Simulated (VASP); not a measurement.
Wanted: the native input for a VASP 6.6.1 run.

```
Task                    : density of states
Functional              : PBE
Potentials or basis     : VASP PAW PBE potentials, release 64 (O)
Cutoff                  : 520 eV
k mesh                  : 18 × 18 × 18
Occupations             : fermi-dirac, width 0.1 eV
Spin                    : no spin polarisation
Dipole correction       : no
k mesh for the DOS      : 27 × 27 × 27
Occupations for the DOS : tetrahedron
Further INCAR settings  : ALGO = Normal; EDIFF = 1e-06; NBANDS = 9
```

The system is O.

```
O
1.0
     1.99795    0.00000    0.00000
     0.00000    1.99795    0.00000
     0.00000    0.00000    1.99795
O
1
Direct
  0.00000 0.00000 0.00000
```

The input as run:

POSCAR

```
O
1.0
    1.9979535778      0.0000000000      0.0000000000
    0.0000000000      1.9979535778      0.0000000000
    0.0000000000      0.0000000000      1.9979535778
O
1
Direct
    0.0000000000      0.0000000000      0.0000000000
```

INCAR.step1

```
SYSTEM = O
PREC     = Accurate       ! precision mode
ENCUT    = 520            ! plane-wave cutoff, eV
EDIFF    = 1E-6           ! SCF threshold, eV
ISMEAR   = -1             ! smearing method
SIGMA    = 0.1            ! smearing width, eV
LREAL    = .False.        ! projectors in reciprocal space
LASPH    = .True.         ! aspherical terms in the spheres
NELM     = 80             ! most SCF steps
ALGO     = Normal         ! electronic algorithm
ISIF     = 2              ! what is computed and relaxed
LWAVE    = .False.        ! write WAVECAR
LCHARG   = .True.         ! write CHGCAR
GGA      = PE             ! functional
NBANDS   = 9              ! bands
```

KPOINTS.step1

```
regular mesh
0
Gamma
  18 18 18
  0 0 0
```

INCAR.step2

```
SYSTEM = O
PREC     = Accurate       ! precision mode
ENCUT    = 520            ! plane-wave cutoff, eV
EDIFF    = 1E-6           ! SCF threshold, eV
ISMEAR   = -5             ! smearing method
SIGMA    = 0.1            ! smearing width, eV
LREAL    = .False.        ! projectors in reciprocal space
LASPH    = .True.         ! aspherical terms in the spheres
NELM     = 80             ! most SCF steps
ALGO     = Normal         ! electronic algorithm
ISIF     = 2              ! what is computed and relaxed
LWAVE    = .False.        ! write WAVECAR
LCHARG   = .False.        ! write CHGCAR
GGA      = PE             ! functional
LORBIT   = 10             ! projections on sites
NBANDS   = 9              ! bands
NEDOS    = 1001           ! points of the DOS
ICHARG   = 11             ! starting density
```

KPOINTS.step2

```
regular mesh
0
Gamma
  27 27 27
  0 0 0
```

Potentials or basis: VASP PAW PBE potentials, release 64 (O).

Launch:

```bash
$ cat potpaw_PBE.64/O/POTCAR > POTCAR
$ cp INCAR.step1 INCAR
$ cp KPOINTS.step1 KPOINTS
$ mpirun -np 1 vasp_std > vasp.out
$ cp INCAR.step2 INCAR
$ cp KPOINTS.step2 KPOINTS
$ mpirun -np 1 vasp_std > vasp.out
```

Results of the run:

The valence electrons inside the program's atomic spheres are O 4.60.

Wall time 17 s on 1 thread of Intel Xeon 6975P-C, with other jobs on the host, peak memory 0.15 GiB.
